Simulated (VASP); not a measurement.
# Ru (Im-3m) in VASP: notebook

The runs below take Ru through single point, relaxation of cell and atoms, with PBEsol.

Everything below comes from runs of VASP 6.6.1. Logs are shortened: lines on timing, memory, paths and dates and some standing lists are left out, and cuts for length are marked.

### 1 The cell of the first run

It takes space group Im-3m (No. 229, cubic). Conventional cell: a = 3.017 Å, b = 3.017 Å, c = 3.017 Å, α = 90.00°, β = 90.00°, γ = 90.00°. Within 3.4 Å of Ru (site symmetry m-3m) lie 14 Ru at 2.61 to 3.02 Å.

### 2 Single point, PBEsol

INCAR

```
  ALGO = Normal
  EDIFF = 1E-6
  ENCUT = 500
  GGA = PS
  GGA_COMPAT = F
  ISIF = 2
  ISMEAR = 0
  LASPH = T
  LCHARG = F
  LREAL = F
  LWAVE = F
  NBANDS = 13
  NELM = 120
  PREC = Accurate
  SIGMA = 0.1
```

KPOINTS

```
k-points
0
Gamma
  8 8 8
```

POSCAR

```
Ru
1.0
   -1.5085257607      1.5085257607      1.5085257607
    1.5085257607     -1.5085257607      1.5085257607
    1.5085257607      1.5085257607     -1.5085257607
Ru
1
Direct
    0.0000000000      0.0000000000      0.0000000000
```

Potentials or basis: VASP PAW PBE potentials, release 64 (Ru_pv).

Launch:

```
> cat potpaw_PBE.64/Ru_pv/POTCAR > POTCAR
> mpirun -np 1 vasp_std > vasp.out
```

OUTCAR:

```text
EDIFF = 1E-6
   ENCUT = 500
   GGA = PS
   ISIF = 2
   ISMEAR = 0
   LASPH = T
   LREAL = F
   NELM = 120
   PREC = Accurate

 ion  position               nearest neighbor table
   1  0.000  0.000  0.000-

  LATTYP: Found a body centered cubic cell.
 ALAT       =     3.0170515214

  Lattice vectors:

 A1 = (  -1.5085257607,   1.5085257607,   1.5085257607)
 A2 = (   1.5085257607,  -1.5085257607,   1.5085257607)
 A3 = (   1.5085257607,   1.5085257607,  -1.5085257607)

Analysis of symmetry for initial positions (statically):
=====================================================================
 Subroutine PRICEL returns:
 Original cell was already a primitive cell.

 Routine SETGRP: Setting up the symmetry group for a
 body centered cubic supercell.

 Subroutine GETGRP returns: Found 48 space group operations
 (whereof 48 operations were pure point group operations)
 out of a pool of 48 trial point group operations.

The static configuration has the point symmetry O_h .

Analysis of symmetry for dynamics (positions and initial velocities):
=====================================================================
 Subroutine PRICEL returns:
 Original cell was already a primitive cell.

 Routine SETGRP: Setting up the symmetry group for a
 body centered cubic supercell.

 Subroutine GETGRP returns: Found 48 space group operations
 (whereof 48 operations were pure point group operations)
 out of a pool of 48 trial point group operations.

The dynamic configuration has the point symmetry O_h .

 Subroutine INISYM returns: Found 48 space group operations
 (whereof 48 operations are pure point group operations),
 and found     1 'primitive' translations

----------------------------------------------------------------------------------------

                                     Primitive cell

  volume of cell :      13.7315

  direct lattice vectors                    reciprocal lattice vectors
    -1.508525761  1.508525761  1.508525761     0.000000000  0.331449428  0.331449428
     1.508525761 -1.508525761  1.508525761     0.331449428  0.000000000  0.331449428
     1.508525761  1.508525761 -1.508525761     0.331449428  0.331449428  0.000000000

  length of vectors
     2.612843262  2.612843262  2.612843262     0.468740276  0.468740276  0.468740276

  position of ions in fractional coordinates (direct lattice)
     0.000000000  0.000000000  0.000000000

  ion indices of the primitive-cell ions
   primitive index   ion index
                 1           1

----------------------------------------------------------------------------------------
[... 76 lines left out ...]
   ISIF   =      2    stress and relaxation
   ISYM   =      2    0-nonsym 1-usesym 2-fastsym
   POTIM  = 0.5000    time-step for ionic-motion
   TEBEG  =    0.0;   TEEND  =   0.0 temperature during run
   PSTRESS=    0.0 pullay stress
   NELECT =      14.0000    total number of electrons
   NUPDOWN=      -1.0000    fix difference up-down
   EMIN   =  10.00;   EMAX   =-10.00  energy-range for DOS
   EFERMI =   0.00;   METHOD = LEGACY
   ISMEAR =     0;   SIGMA  =   0.10  broadening in eV -4-tet -1-fermi 0-gaus
   EFERMI_NEDOS =   21; number of points for ismear=-14 and -15
   IALGO  =     38    algorithm
   IMIX   =      4    mixing-type and parameters
     AMIX     =   0.40;   BMIX     =  1.00
     AMIX_MAG =   1.60;   BMIX_MAG =  1.00
  volume/ion in A,a.u.               =      13.73        92.66
  Fermi-wavevector in a.u.,A,eV,Ry     =   1.647700  3.113701 36.938660  2.714915
  Thomas-Fermi vector in A             =   2.737114
   LORBIT       =      0    0 simple, 1 ext, 2 COOP (PROOUT), +10 PAW based schemes
   GGA     = PS    functional components
   LHFCALC =     F    Hartree Fock is set to
   AEXX    =    0.0000 exact exchange contribution
   IVDW    =     0    specifies the selected vdW correction
   LEPSILON=     F    determine dielectric tensor
   LRPA    =     F    only Hartree local field effects (RPA)
 non-spin polarized calculation
 Gauss-broadening in eV      SIGMA  =   0.10
  energy-cutoff  :      500.00
  volume of cell :       13.73
 maximum number of plane-waves:       370
   NGX =  9   NGY =  9   NGZ =  9

 number of electron      13.9999995 magnetization

 Free energy of the ion-electron system (eV)
  ---------------------------------------------------
  ext. energy  EPLUGINS =         0.00000000
  ---------------------------------------------------
  free energy    TOTEN  =        -9.53850136 eV

  energy without entropy =       -9.52960128  energy(sigma->0) =       -9.53405132

 E-fermi :  12.7066     XC(G=0): -14.2001

 val. band max:       12.7040191165   @ k =   0.2500   0.0000   0.0000
 cond. band min:      12.8006178838   @ k =   0.1250   0.1250   0.0000
 fundamental gap:      0.0965987673
 Fermi energy:        12.7065954113

 k-point     1 :       0.0000    0.0000    0.0000
  band No.  band energies     occupation
      1     -29.8605      2.00000
      2     -29.8605      2.00000
      3     -29.8605      2.00000
      4       4.4912      2.00000
      5       9.7712      2.00000
      6       9.7712      2.00000
      7       9.7712      2.00000
      8      12.5623      1.95870
      9      12.5623      1.95870
     10      23.0313      0.00000
     11      29.7748      0.00000
     12      29.7748      0.00000
     13      29.7748      0.00000
[... 354 lines left out ...]
  band No.  band energies     occupation
      1     -30.6423      2.00000
      2     -30.3521      2.00000
      3     -30.2513      2.00000
      4       7.6541      2.00000
      5       8.2013      2.00000
      6      10.5755      2.00000
      7      11.3920      2.00000
      8      13.6479      0.00000
      9      16.6143      0.00000
     10      23.0302      0.00000
     11      26.2423      0.00000
     12      28.5594      0.00000
     13      30.2117      0.00000

 [... further k-points ...]
[... 5 lines left out ...]
  --------------------------------------------------------------------------------------
  -------------------------------------------------------------------------------------
  Total       -0.0045701     -0.0045701     -0.0045701     -0.0000000      0.0000000     -0.0000000
  in kB       -0.5332328     -0.5332328     -0.5332328     -0.0000000      0.0000000     -0.0000000
  external PRESSURE =      -0.5332328 kB  Pullay stress =       0.0000000 kB

 VOLUME and BASIS-vectors are now :
 -----------------------------------------------------------------------------
  energy-cutoff  :      500.00
  volume of cell :       13.73
      direct lattice vectors                 reciprocal lattice vectors
    -1.508525761  1.508525761  1.508525761     0.000000000  0.331449428  0.331449428
     1.508525761 -1.508525761  1.508525761     0.331449428  0.000000000  0.331449428
     1.508525761  1.508525761 -1.508525761     0.331449428  0.331449428  0.000000000

 POSITION                                       TOTAL-FORCE (eV/Angst)
 -----------------------------------------------------------------------------------
      0.00000      0.00000      0.00000         0.000000     -0.000000      0.000000
 -----------------------------------------------------------------------------------
    total drift:                                0.000000      0.000000      0.000000

  FREE ENERGIE OF THE ION-ELECTRON SYSTEM (eV)
  ---------------------------------------------------
  free  energy   TOTEN  =        -9.5385013642 eV

  energy  without entropy=       -9.5296012770  energy(sigma->0) =       -9.53405132
```

stdout:

```text
POSCAR found type information on POSCAR Ru
 POSCAR found :  1 types and       1 ions
 scaLAPACK will be used
 -----------------------------------------------------------------------------
|                                                                             |
|                                                                             |
|     You enforced a specific xc type in the INCAR file but a different       |
|     I HOPE YOU KNOW WHAT YOU ARE DOING!                                     |
|                                                                             |
 -----------------------------------------------------------------------------

 LDA part: xc-table for (Slater+PW92), standard interpolation
 POSCAR, INCAR and KPOINTS ok, starting setup
 FFT: planning ... GRIDC
 FFT: planning ... GRID_SOFT
 FFT: planning ... GRID
 WAVECAR not read
 entering main loop
```

It took 6.7 s on 1 thread of Intel Xeon Platinum 8375C at 2.90GHz (Ice Lake), shared host; peak memory 0.12 GiB.

What came out:

```yaml
Free_energy: -9.5385 eV
Pressure: -0.1 GPa
Band_gap_on_the_k_mesh: zero (band 7 reaches 14.54 eV, above the bottom of band 8 at 11.30 eV)
```

Caveat: the k points lie up to 0.37 Å⁻¹ apart; the PAW data sets were made with another functional, which shifts forces and pressure a little.

### 3 Single point, PBEsol

This run uses another cell than the first one, of 14.91 Å³/atom, 1.086 times its volume.

INCAR

```
SYSTEM = Ru
PREC = Accurate ; ENCUT = 500
EDIFF = 1E-6 ; ISMEAR = 0
SIGMA = 0.1 ; LREAL = .FALSE.
LASPH = .TRUE. ; NELM = 120
ALGO = Normal ; ISIF = 2
LWAVE = .FALSE. ; LCHARG = .FALSE.
GGA = PS ; NBANDS = 13
GGA_COMPAT = .FALSE.
```

KPOINTS

```
regular mesh
0
G
  8 8 8
  0 0 0
```

POSCAR

```
Ru
1.0
   -1.5504255947      1.5504255947      1.5504255947
    1.5504255947     -1.5504255947      1.5504255947
    1.5504255947      1.5504255947     -1.5504255947
Ru
1
Direct
    0.0000000000      0.0000000000      0.0000000000
```

Potentials or basis: VASP PAW PBE potentials, release 64 (Ru_pv).

Launch:

```
> cat potpaw_PBE.64/Ru_pv/POTCAR > POTCAR
> mpirun -np 1 vasp_std > vasp.out
```

Wall time 6.1 s (1 thread of Intel Xeon Platinum 8375C at 2.90GHz (Ice Lake), shared host); peak memory 0.12 GiB.

The run converged. Its results:

```yaml
Free_energy: -9.4544 eV
Pressure: -21.3 GPa
Band_gap_on_the_k_mesh: zero (band 7 reaches 12.85 eV, above the bottom of band 8 at 10.06 eV)
```

Levels at points of the mesh, in eV from the Fermi level:
```
           k point  band 5  band 6  band 7  band 8  band 9  band 10
(0.00, 0.00, 0.00)   -2.61   -2.61   -2.61   -0.12   -0.12    10.44
(0.50, 0.00, 0.00)   -4.20   -0.15    0.28    1.05    2.15     9.34
(0.50, 0.50, 0.50)   -5.74    1.60    1.60    1.60    8.84     8.84
```

Caveat: the PAW data sets were made with another functional, which shifts forces and pressure a little.

### 4 Relaxation of cell and atoms, PBEsol

This run uses another cell than the first one, of 14.91 Å³/atom, 1.086 times its volume.

INCAR

```
  ALGO = Normal
  EDIFF = 1E-7
  EDIFFG = -0.04
  ENCUT = 500
  GGA = PS
  GGA_COMPAT = F
  IBRION = 2
  ISIF = 3
  ISMEAR = 0
  LASPH = T
  LCHARG = F
  LREAL = F
  LWAVE = F
  NELM = 120
  NELMIN = 4
  NSW = 90
  PREC = Accurate
  SIGMA = 0.1
```

KPOINTS

```
k-points
0
Gamma
  8 8 8
```

POSCAR is that of step 3.

Launch:

```
> cat potpaw_PBE.64/Ru_pv/POTCAR > POTCAR
> mpirun -np 1 vasp_std > vasp.out
```

Run time: 20 s. Hardware: 1 thread of Intel Xeon Platinum 8375C at 2.90GHz (Ice Lake), shared host; peak memory 0.13 GiB.

The run converged. Its results:

| Property | Result |
| --- | --- |
| Free energy | -9.5394 eV |
| Relaxed volume | 13.73 Å³/atom |
| Relaxed cell | a = 2.613 Å, b = 2.613 Å, c = 2.613 Å, α = 109.47°, β = 109.47°, γ = 109.47° |
| Space group after relaxing (to 0.05 Å) | Im-3m (No. 229) |
| Energy gained by relaxing | 85.0 meV/atom |
| Ionic steps | 5 |
| Pressure after relaxing | 0.0 GPa |
| Band gap on the k mesh | zero (band 7 reaches 14.54 eV, above the bottom of band 8 at 11.31 eV) |

Step by step:
```csv
step,energy change (eV),largest force (eV/Å),pressure (GPa),volume (Å³)
1,0.0000,0.0000,-21.26,14.91
2,0.7033,0.0000,115.24,11.03
3,-0.0843,0.0000,-2.17,13.82
4,-0.0849,0.0000,-0.63,13.76
5,-0.0850,0.0000,0.00,13.73
```

Final structure:
```
Ru
1.0
    -1.50837    1.50837    1.50837
     1.50837   -1.50837    1.50837
     1.50837    1.50837   -1.50837
Ru
1
Direct
  0.00000 0.00000 0.00000
```

Levels at points of the mesh, in eV from the Fermi level:
```
           k point  band 5  band 6  band 7  band 8  band 9  band 10
(0.00, 0.00, 0.00)   -2.94   -2.94   -2.94   -0.14   -0.14    10.32
(0.50, 0.00, 0.00)   -4.74   -0.16    0.34    1.09    2.47    10.24
(0.50, 0.50, 0.50)   -6.50    1.83    1.83    1.83    9.30     9.30
```

Caveat: the PAW data sets were made with another functional, which shifts forces and pressure a little.

### 5 Overview

| task | cell | gap on the mesh (eV) | pressure (GPa) |
| --- | --- | --- | --- |
| single point | a = 2.613 Å, angles 109.5°, 1 atom | none | -0.1 |
| single point | a = 2.685 Å, angles 109.5°, 1 atom | none | -21.3 |
| relaxation of cell and atoms | relaxed from a = 2.685 Å, angles 109.5°, 1 atom | none | 0.0 |

Alike in all rows: level PBEsol; potentials or basis VASP PAW PBE potentials, release 64 (Ru_pv); no spin polarisation; k mesh 8 × 8 × 8; cutoff (eV) 500; smearing gaussian 0.1 eV.

Caveats: some runs use coarse meshes; the PAW data sets were made with another functional, which shifts forces and pressure a little.

Total energies depend on the potentials used, so only differences within one code and one set of settings carry meaning.
